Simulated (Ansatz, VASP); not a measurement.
**SiC in VASP and in Ansatz**

File INCAR:

```
SYSTEM = SiC
PREC = Accurate ; ENCUT = 600
EDIFF = 1E-6 ; ISMEAR = 0
SIGMA = 0.02 ; LREAL = .FALSE.
LASPH = .TRUE. ; NELM = 120
ALGO = Normal ; ISIF = 2
LWAVE = .FALSE. ; LCHARG = .TRUE.
GGA = PE ; LELF = .TRUE.
LVHAR = .TRUE. ; NBANDS = 11
GGA_COMPAT = .FALSE.
```

Contents of KPOINTS:

```
Automatic mesh
0
G
  10 10 10
  0 0 0
```

The input POSCAR:

```
SiC
1.0
    0.0000000000      2.2334092101      2.2334092101
    2.2334092101      0.0000000000      2.2334092101
    2.2334092101      2.2334092101      0.0000000000
Si C
1 1
Direct
    0.0000000000      0.0000000000      0.0000000000
    0.2500000000      0.2500000000      0.2500000000
```

Input for Ansatz:

```yaml
crystal:
  lattice:
    - [0.0, 2.2334092101, 2.2334092101]
    - [2.2334092101, 0.0, 2.2334092101]
    - [2.2334092101, 2.2334092101, 0.0]
  atoms:
    - { symbol: Si, position: [0.0, 0.0, 0.0] }
    - { symbol: C, position: [0.25, 0.25, 0.25] }
basis: {}
kpoints:
  mp_grid: { grid: [10, 10, 10] }
hamiltonian:
  xc: pbe
  pseudopotentials: { kind: nc }
scf:
  occupations: { method: gaussian, width: 0.02 }
output:
  forces: true
  stress: true
  eigenvalues: true
```

Alike in both runs: task single point; functional PBE; k mesh 10 × 10 × 10; occupations gaussian, width 0.02 eV; no spin polarisation.

|  | VASP | Ansatz |
| --- | --- | --- |
| version | VASP 6.6.1 | Ansatz 0.2.0 |
| potentials or method | VASP PAW PBE potentials, release 64 (Si, C) | scalar-relativistic, plane waves, norm-conserving pseudopotentials |
| plane-wave cutoff (eV) | 600 | 1116 |
| valence electrons in the cell | 8 | 8 |

```tsv
	VASP	Ansatz	Ansatz less VASP
gap on the k mesh at the Fermi level (eV)	1.42	1.41	-0.008
least direct gap on the mesh (eV)	4.46	4.46	-0.003
pressure (GPa)	-11.3	-11.0	+0.33
```
